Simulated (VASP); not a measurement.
The system is ZrB2.

```xyz
3
Lattice="3.1700 0.0000 0.0000 -1.5850 2.7453 0.0000 0.0000 0.0000 3.5330" Properties=species:S:1:pos:R:3 pbc="T T T"
Zr    0.0000    0.0000    0.0000
B     0.0000    1.8302    1.7665
B     1.5850    0.9151    1.7665
```

- Program: VASP 6.6.1
- Task: relaxation of cell and atoms
- Functional: RPBE
- Potentials or basis: VASP PAW PBE potentials, release 64 (Zr_sv, B)
- Cutoff: 600 eV
- k mesh: 10 × 10 × 8
- Occupations: fermi-dirac, width 0.1 eV
- Spin: no spin polarisation

At the start: pressure 4.5 GPa; volume 10.25 Å³/atom.

How do energy, volume and symmetry change on relaxing?

Over 4 steps the energy falls by 2.7 meV/atom and the volume is 10.44 Å³/atom (+1.9 %); space group P6/mmm (No. 191, to 0.05 Å).

Step by step:
```csv
step,energy change (eV),largest force (eV/Å),pressure (GPa),volume (Å³)
1,0.0000,0.0000,4.48,30.75
2,0.0031,0.0000,-4.92,32.04
3,-0.0080,0.0000,-0.02,31.33
4,-0.0081,0.0000,0.00,31.33
```

Final structure:
```
Zr B
1.0
     3.18674    0.00000    0.00000
    -1.59337    2.75980    0.00000
     0.00000    0.00000    3.56251
Zr B
1 2
Direct
  0.00000 0.00000 0.00000
  0.33333 0.66667 0.50000
  0.66667 0.33333 0.50000
```

Caveat: the PAW data sets were made with another functional, which shifts forces and pressure a little.
